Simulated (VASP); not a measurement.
ZnO, 8 atoms in the cell. The structure is hexagonal, space group P6_3mc (No. 186). The conventional cell has a = 3.272 Å, b = 3.272 Å, c = 10.630 Å, α = 90.00°, β = 90.00°, γ = 120.00°. Within 2.6 Å of Zn (site symmetry 3m) lie 4 O at 2.00 to 2.01 Å. Within 2.6 Å of Zn (site symmetry 3m) lie 4 O at 2.00 Å. O (site symmetry 3m) has 4 Zn at 2.00 to 2.01 Å within 2.6 Å. O (site symmetry 3m) has 4 Zn at 2.00 Å within 2.6 Å. 

- Program: VASP 6.6.1
- Task: single point
- Functional: PBE
- Potentials or basis: VASP PAW PBE potentials, release 64 (Zn, O)
- Cutoff: 520 eV
- k mesh: 12 × 12 × 4
- Occupations: fermi-dirac, width 0.02 eV
- Spin: no spin polarisation
- Dipole correction: no
- Further INCAR settings: ALGO = Normal; EDIFF = 1e-06; NBANDS = 46

Potentials or basis: VASP PAW PBE potentials, release 64 (Zn, O).

Run with:

```bash
$ cat potpaw_PBE.64/Zn/POTCAR potpaw_PBE.64/O/POTCAR > POTCAR
$ mpirun -np 1 vasp_std > vasp.out
```

Hardware: 1 thread of Intel(R) Xeon(R) Platinum 8259CL CPU @ 2.50GHz (Skylake/Cascade Lake), with other jobs on the host.

Q: Estimate the wall time of this run.

A: Wall time 4.6 min on 1 thread of Intel(R) Xeon(R) Platinum 8259CL CPU @ 2.50GHz (Skylake/Cascade Lake) (shared host), peak memory 0.32 GiB. Counts: scf iterations 16, k points 57.
